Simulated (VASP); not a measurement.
# Ti (I4/mmm) in VASP: notebook

The runs below take Ti through single point, with r2SCAN.

All numbers are computed with VASP 6.6.1; they aren't measurements. Logs are shortened: lines on timing, memory, paths and dates and some standing lists are left out, and cuts for length are marked.

### Step 1. The cell of the first run

Symmetry: I4/mmm, No. 139, tetragonal system. The conventional cell has a = 2.906 Å, b = 2.906 Å, c = 4.090 Å, α = 90.00°, β = 90.00°, γ = 90.00°. Ti (site symmetry 4/mmm) has 12 Ti at 2.90 to 2.91 Å within 3.8 Å.

This isn't the form of Ti at room conditions, which is hcp.

### Step 2. Single point, r2SCAN (strain -0.0050 x Voigt [0, 0, 1, 0, 0, 0])

The input, POSCAR:

```
Ti
1.0
    0.0000000000      2.0551516146      2.0448758565
    2.0551516146      0.0000000000      2.0448758565
    2.0551516146      2.0551516146      0.0000000000
Ti
1
Direct
    0.0000000000      0.0000000000      0.0000000000
```

The input, INCAR.step1:

```
  PREC = Accurate
  ENCUT = 520
  ISMEAR = 0
  SIGMA = 0.15
  LREAL = False
  LASPH = True
  NELM = 80
  NBANDS = 12
  GGA = PE
  ALGO = Normal
  EDIFF = 1E-4
  LWAVE = True
  LCHARG = False
```

The input, INCAR.step2:

```
  PREC = Accurate
  ENCUT = 520
  EDIFF = 1E-6
  ISMEAR = 0
  SIGMA = 0.15
  LREAL = False
  LASPH = True
  NELM = 80
  ALGO = Normal
  ISIF = 2
  LWAVE = False
  LCHARG = False
  METAGGA = R2SCAN
  LMIXTAU = True
  NBANDS = 12
  ISTART = 1
```

The input, KPOINTS:

```
Automatic mesh
0
Gamma
  26 26 26
```

Potentials or basis: VASP PAW PBE potentials, release 64 (Ti_sv).

Command:

```
cat potpaw_PBE.64/Ti_sv/POTCAR > POTCAR
cp INCAR.step1 INCAR
mpirun -np 1 vasp_std > vasp.out
cp INCAR.step2 INCAR
mpirun -np 1 vasp_std > vasp.out
```

OUTCAR:

```text
PREC = Accurate
   ENCUT = 520
   EDIFF = 1E-6
   ISMEAR = 0
   LREAL = False
   LASPH = True
   NELM = 80
   ISIF = 2
   METAGGA = R2SCAN
   ISTART = 1

 ion  position               nearest neighbor table
   1  0.000  0.000  0.000-

  LATTYP: Found a body centered tetragonal cell.
 ALAT       =     2.9064232861
 C/A-ratio  =     1.4071424945

  Lattice vectors:

 A1 = (   0.0000000000,  -2.0551516146,  -2.0448758565)
 A2 = (   0.0000000000,   2.0551516146,  -2.0448758565)
 A3 = (   2.0551516146,   0.0000000000,   2.0448758565)

Analysis of symmetry for initial positions (statically):
=====================================================================
 Subroutine PRICEL returns:
 Original cell was already a primitive cell.

 Routine SETGRP: Setting up the symmetry group for a
 body centered tetragonal supercell.

 Subroutine GETGRP returns: Found 16 space group operations
 (whereof 16 operations were pure point group operations)
 out of a pool of 16 trial point group operations.

The static configuration has the point symmetry D_4h.

Analysis of symmetry for dynamics (positions and initial velocities):
=====================================================================
 Subroutine PRICEL returns:
 Original cell was already a primitive cell.

 Routine SETGRP: Setting up the symmetry group for a
 body centered tetragonal supercell.

 Subroutine GETGRP returns: Found 16 space group operations
 (whereof 16 operations were pure point group operations)
 out of a pool of 16 trial point group operations.

The dynamic configuration has the point symmetry D_4h.

 Subroutine INISYM returns: Found 16 space group operations
 (whereof 16 operations are pure point group operations),
 and found     1 'primitive' translations

----------------------------------------------------------------------------------------

                                     Primitive cell

  volume of cell :      17.2737

  direct lattice vectors                    reciprocal lattice vectors
     0.000000000  2.055151615  2.044875857    -0.243291053  0.243291053  0.244513621
     2.055151615  0.000000000  2.044875857     0.243291053 -0.243291053  0.244513621
     2.055151615  2.055151615  0.000000000     0.243291053  0.243291053 -0.244513621

  length of vectors
     2.899166333  2.899166333  2.906423286     0.422099495  0.422099495  0.422099495

  position of ions in fractional coordinates (direct lattice)
     0.000000000  0.000000000  0.000000000

  ion indices of the primitive-cell ions
   primitive index   ion index
                 1           1

----------------------------------------------------------------------------------------

 KPOINTS: Automatic mesh

Automatic generation of k-mesh.
 Grid dimensions read from file:
 generate k-points for:   26   26   26

 Generating k-lattice:

  Cartesian coordinates                     Fractional coordinates (reciprocal lattice)
    -0.009357348  0.009357348  0.009404370     0.038461538  0.000000000  0.000000000
     0.009357348 -0.009357348  0.009404370     0.000000000  0.038461538  0.000000000
     0.009357348  0.009357348 -0.009404370     0.000000000  0.000000000  0.038461538

  Length of vectors
     0.016234596  0.016234596  0.016234596

  Shift w.r.t. Gamma in fractional coordinates (k-lattice)
     0.000000000  0.000000000  0.000000000

 Subroutine IBZKPT returns following result:
 ===========================================

 Found   1330 irreducible k-points:

 Following reciprocal coordinates:
            Coordinates               Weight
  0.000000  0.000000  0.000000      1.000000
  0.038462  0.000000  0.000000      8.000000
  0.076923  0.000000  0.000000      8.000000
  0.115385  0.000000  0.000000      8.000000
  0.153846  0.000000  0.000000      8.000000
  0.192308  0.000000  0.000000      8.000000
[... 16 lines left out ...]
  0.346154  0.038462  0.000000      8.000000
  0.384615  0.038462  0.000000      8.000000
 [... further k-points ...]
   k-points           NKPTS =   1330   k-points in BZ     NKDIM =   1330   number of bands    NBANDS=     12
   number of dos      NEDOS =    301   number of ions     NIONS =      1
   total plane-waves  NPLWV =  13824
   dimension x,y,z NGX =    24 NGY =   24 NGZ =   24
   dimension x,y,z NGXF=    48 NGYF=   48 NGZF=   48
   ions per type =               1
   NGX,Y,Z   is equivalent  to a cutoff of  13.76, 13.76, 13.73 a.u.
   NGXF,Y,Z  is equivalent  to a cutoff of  27.52, 27.52, 27.46 a.u.
 SYSTEM =  unknown system
   PREC   = accura    normal or accurate (medium, high low for compatibility)
   ISTART =      1    job   : 0-new  1-cont  2-samecut
   ICHARG =      0    charge: 1-file 2-atom 10-const
   ISPIN  =      1    spin polarized calculation?
   LNONCOLLINEAR =      F non collinear calculations
   LSORBIT =      F    spin-orbit coupling
   LASPH  =      T    aspherical Exc in radial PAW
   ENCUT  =  520.0 eV  38.22 Ry    6.18 a.u.   5.39  5.39  5.40*2*pi/ulx,y,z
   NELM   =     80;   NELMIN=  2; NELMDL=  0     # of ELM steps
   EDIFF  = 0.1E-05   stopping-criterion for ELM
   LREAL  =      F    real-space projection
   EDIFFG = 0.1E-04   stopping-criterion for IOM
   NSW    =      0    number of steps for IOM
   IBRION =     -1    ionic relax: 0-MD 1-quasi-New 2-CG
   NFREE  =      0    steps in history (QN), initial steepest desc. (CG)
   ISIF   =      2    stress and relaxation
   ISYM   =      2    0-nonsym 1-usesym 2-fastsym
   POTIM  = 0.5000    time-step for ionic-motion
   TEBEG  =    0.0;   TEEND  =   0.0 temperature during run
   PSTRESS=    0.0 pullay stress
   NELECT =      12.0000    total number of electrons
   NUPDOWN=      -1.0000    fix difference up-down
   EMIN   =  10.00;   EMAX   =-10.00  energy-range for DOS
   EFERMI =   0.00;   METHOD = LEGACY
   ISMEAR =     0;   SIGMA  =   0.15  broadening in eV -4-tet -1-fermi 0-gaus
   EFERMI_NEDOS =   21; number of points for ismear=-14 and -15
   IALGO  =     38    algorithm
   IMIX   =      4    mixing-type and parameters
     AMIX     =   0.40;   BMIX     =  1.00
     AMIX_MAG =   1.60;   BMIX_MAG =  1.00
  volume/ion in A,a.u.               =      17.27       116.57
  Fermi-wavevector in a.u.,A,eV,Ry     =   1.449908  2.739928 28.602607  2.102232
  Thomas-Fermi vector in A             =   2.567581
   LORBIT       =      0    0 simple, 1 ext, 2 COOP (PROOUT), +10 PAW based schemes
   METAGGA = R2SCAN    functional components
   LHFCALC =     F    Hartree Fock is set to
   AEXX    =    0.0000 exact exchange contribution
   IVDW    =     0    specifies the selected vdW correction
   LEPSILON=     F    determine dielectric tensor
   LRPA    =     F    only Hartree local field effects (RPA)
 non-spin polarized calculation
 Gauss-broadening in eV      SIGMA  =   0.15
  energy-cutoff  :      520.00
  volume of cell :       17.27
 maximum number of plane-waves:       487
 NGX is ok and might be reduce to    24
   NGX = 11   NGY = 11   NGZ = 11

 number of electron      12.0000003 magnetization

 Free energy of the ion-electron system (eV)
  ---------------------------------------------------
  ext. energy  EPLUGINS =         0.00000000
  ---------------------------------------------------
  free energy    TOTEN  =       -12.88794859 eV

  energy without entropy =      -12.87045411  energy(sigma->0) =      -12.87920135

 E-fermi :   8.2897     XC(G=0): -12.4402

 val. band max:        8.2893715477   @ k =  -0.3846   0.3077   0.1538
 cond. band min:       8.2905688712   @ k =  -0.2308   0.0769   0.0000
 fundamental gap:      0.0011973235
 Fermi energy:         8.2897308706

 k-point     1 :       0.0000    0.0000    0.0000
  band No.  band energies     occupation
      1     -50.7452      2.00000
      2     -25.5423      2.00000
      3     -25.5422      2.00000
      4     -25.5420      2.00000
      5       1.8073      2.00000
      6       9.2821      0.00000
      7       9.2821      0.00000
      8       9.3211      0.00000
      9      11.0897      0.00000
     10      11.1348      0.00000
     11      24.1030      0.00000
     12      28.9764      0.00000

 k-point     2 :       0.0385    0.0000    0.0000
  band No.  band energies     occupation
      1     -50.7434      2.00000
      2     -25.5529      2.00000
      3     -25.5436      2.00000
      4     -25.5433      2.00000
      5       1.8576      2.00000
      6       9.2570      0.00000
      7       9.3006      0.00000
      8       9.3312      0.00000
      9      11.0772      0.00000
     10      11.1218      0.00000
     11      24.1464      0.00000
     12      28.5395      0.00000

 k-point     3 :       0.0769    0.0000    0.0000
  band No.  band energies     occupation
      1     -50.7379      2.00000
      2     -25.5843      2.00000
      3     -25.5476      2.00000
      4     -25.5471      2.00000
      5       2.0066      2.00000
      6       9.1642      0.00000
      7       9.3528      0.00000
      8       9.3804      0.00000
      9      11.0440      0.00000
     10      11.0868      0.00000
     11      24.2551      0.00000
     12      27.5356      0.00000
[... 286 lines left out ...]
 k-point    23 :       0.3462    0.0385    0.0000
  band No.  band energies     occupation
      1     -50.6458      2.00000
      2     -26.0786      2.00000
      3     -25.6200      2.00000
      4     -25.6077      2.00000
      5       4.7450      2.00000
      6       8.2046      1.57754
      7       9.4283      0.00000
      8       9.4566      0.00000
      9      11.4692      0.00000
     10      11.6988      0.00000
     11      19.5306      0.00000
     12      24.2422      0.00000

 k-point    24 :       0.3846    0.0385    0.0000
  band No.  band energies     occupation
      1     -50.6332      2.00000
      2     -26.1447      2.00000
      3     -25.6277      2.00000
      4     -25.6174      2.00000
      5       5.1208      2.00000
      6       8.2688      1.15635
      7       9.3452      0.00000
      8       9.3781      0.00000
      9      11.7089      0.00000
     10      11.8868      0.00000
     11      18.5940      0.00000
     12      23.9278      0.00000

 [... further k-points ...]

------------------------ aborting loop because EDIFF is reached ----------------------------------------

  FORCE on cell =-STRESS in cart. coord.  units (eV):
  Direction    XX          YY          ZZ          XY          YZ          ZX
  --------------------------------------------------------------------------------------
  -------------------------------------------------------------------------------------
  Total        0.1016103      0.1016103      0.1201079      0.0000000      0.0000000     -0.0000000
  in kB        9.4246125      9.4246125     11.1403121      0.0000000      0.0000000     -0.0000000
  external PRESSURE =       9.9965124 kB  Pullay stress =       0.0000000 kB

 VOLUME and BASIS-vectors are now :
 -----------------------------------------------------------------------------
  energy-cutoff  :      520.00
  volume of cell :       17.27
      direct lattice vectors                 reciprocal lattice vectors
     0.000000000  2.055151615  2.044875857    -0.243291053  0.243291053  0.244513621
     2.055151615  0.000000000  2.044875857     0.243291053 -0.243291053  0.244513621
     2.055151615  2.055151615  0.000000000     0.243291053  0.243291053 -0.244513621

 POSITION                                       TOTAL-FORCE (eV/Angst)
 -----------------------------------------------------------------------------------
      0.00000      0.00000      0.00000        -0.000000     -0.000000      0.000000
 -----------------------------------------------------------------------------------
    total drift:                               -0.000000     -0.000000     -0.000000

  FREE ENERGIE OF THE ION-ELECTRON SYSTEM (eV)
  ---------------------------------------------------
  free  energy   TOTEN  =       -12.8879485917 eV

  energy  without entropy=      -12.8704541051  energy(sigma->0) =      -12.87920135
```

Wall time 39 min (1 thread of Oxide Virtual Turin-like, shared host); peak memory 0.34 GiB.

Results:

| Property | Result |
| --- | --- |
| Free energy | -12.8879 eV |
| Pressure | 1.0 GPa |
| Band gap on the k mesh | zero (bands 6 and 7 overlap by 1.52 eV) |

Stress tensor (GPa, compression positive):
```
0.94 0.00 0.00
0.00 0.94 0.00
0.00 0.00 1.11
```

Levels at points of the mesh, in eV from the Fermi level:
```tsv
k point	band 3	band 4	band 5	band 6	band 7	band 8	band 9	band 10
(0.00, 0.00, 0.00)	-33.83	-33.83	-6.48	0.99	0.99	1.03	2.80	2.85
(0.50, 0.00, 0.00)	-33.92	-33.92	-2.72	0.46	0.91	0.96	3.85	3.87
(0.50, 0.50, 0.00)	-34.08	-34.08	-2.67	-1.80	2.90	3.92	4.10	4.10
(0.50, 0.00, 0.50)	-34.08	-34.07	-2.67	-1.78	2.80	3.92	4.08	4.11
```

Caveat: the cell differs from its parent crystal (strain -0.0050 x Voigt [0, 0, 1, 0, 0, 0]); the PAW data sets were made with another functional, which shifts forces and pressure a little.

### Step 3. Single point, r2SCAN (strain +0.0050 x Voigt [0, 0, 1, 0, 0, 0])

The input, POSCAR:

```
Ti
1.0
    0.0000000000      2.0551516146      2.0654273727
    2.0551516146      0.0000000000      2.0654273727
    2.0551516146      2.0551516146      0.0000000000
Ti
1
Direct
    0.0000000000      0.0000000000      0.0000000000
```

The input, INCAR.step1:

```
SYSTEM = Ti
ALGO = Normal
EDIFF = 1E-4
ENCUT = 520
GGA = PE
ISMEAR = 0
LASPH = .TRUE.
LCHARG = .FALSE.
LREAL = .FALSE.
LWAVE = .TRUE.
NBANDS = 12
NELM = 80
PREC = Accurate
SIGMA = 0.15
```

The input, INCAR.step2:

```
SYSTEM = Ti
ALGO = Normal
EDIFF = 1E-6
ENCUT = 520
ISIF = 2
ISMEAR = 0
ISTART = 1
LASPH = .TRUE.
LCHARG = .FALSE.
LMIXTAU = .TRUE.
LREAL = .FALSE.
LWAVE = .FALSE.
METAGGA = R2SCAN
NBANDS = 12
NELM = 80
PREC = Accurate
SIGMA = 0.15
```

The input, KPOINTS:

```
k-points
0
G
  26 26 26
  0 0 0
```

Potentials or basis: VASP PAW PBE potentials, release 64 (Ti_sv).

Command:

```
cat potpaw_PBE.64/Ti_sv/POTCAR > POTCAR
cp INCAR.step1 INCAR
mpirun -np 1 vasp_std > vasp.out
cp INCAR.step2 INCAR
mpirun -np 1 vasp_std > vasp.out
```

OUTCAR:

```text
SYSTEM = Ti
   EDIFF = 1E-6
   ENCUT = 520
   ISIF = 2
   ISMEAR = 0
   ISTART = 1
   LASPH = .TRUE.
   LREAL = .FALSE.
   METAGGA = R2SCAN
   NELM = 80
   PREC = Accurate

 ion  position               nearest neighbor table
   1  0.000  0.000  0.000-

  LATTYP: Found a body centered tetragonal cell.
 ALAT       =     2.9064232861
 C/A-ratio  =     1.4212846302

  Lattice vectors:

 A1 = (  -2.0551516146,   0.0000000000,   2.0654273727)
[... 539 lines left out ...]
     10      11.7263      0.00000
     11      18.3821      0.00000
     12      23.7599      0.00000

 [... further k-points ...]

------------------------ aborting loop because EDIFF is reached ----------------------------------------

  FORCE on cell =-STRESS in cart. coord.  units (eV):
  Direction    XX          YY          ZZ          XY          YZ          ZX
  --------------------------------------------------------------------------------------
  -------------------------------------------------------------------------------------
  Total       -0.0076317     -0.0076317     -0.0263309      0.0000000     -0.0000000      0.0000000
  in kB       -0.7008201     -0.7008201     -2.4179536      0.0000000     -0.0000000      0.0000000
  external PRESSURE =      -1.2731979 kB  Pullay stress =       0.0000000 kB

 VOLUME and BASIS-vectors are now :
 -----------------------------------------------------------------------------
  energy-cutoff  :      520.00
  volume of cell :       17.45
      direct lattice vectors                 reciprocal lattice vectors
     0.000000000  2.055151615  2.065427373    -0.243291053  0.243291053  0.242080650
     2.055151615  0.000000000  2.065427373     0.243291053 -0.243291053  0.242080650
     2.055151615  2.055151615  0.000000000     0.243291053  0.243291053 -0.242080650

 POSITION                                       TOTAL-FORCE (eV/Angst)
 -----------------------------------------------------------------------------------
      0.00000      0.00000      0.00000         0.000000      0.000000      0.000000
 -----------------------------------------------------------------------------------
    total drift:                               -0.000000      0.000000      0.000000

  FREE ENERGIE OF THE ION-ELECTRON SYSTEM (eV)
  ---------------------------------------------------
  free  energy   TOTEN  =       -12.8885333621 eV

  energy  without entropy=      -12.8708893823  energy(sigma->0) =      -12.87971137
```

It took 40 min on 1 thread of Oxide Virtual Turin-like, shared host; peak memory 0.35 GiB.

Results:

* Free energy: -12.8885 eV
* Pressure: -0.1 GPa
* Band gap on the k mesh: zero (bands 6 and 7 overlap by 1.49 eV)

Stress tensor (GPa, compression positive):
```
-0.07  0.00  0.00
 0.00 -0.07  0.00
 0.00  0.00 -0.24
```

Caveat: the cell differs from its parent crystal (strain +0.0050 x Voigt [0, 0, 1, 0, 0, 0]); the PAW data sets were made with another functional, which shifts forces and pressure a little.
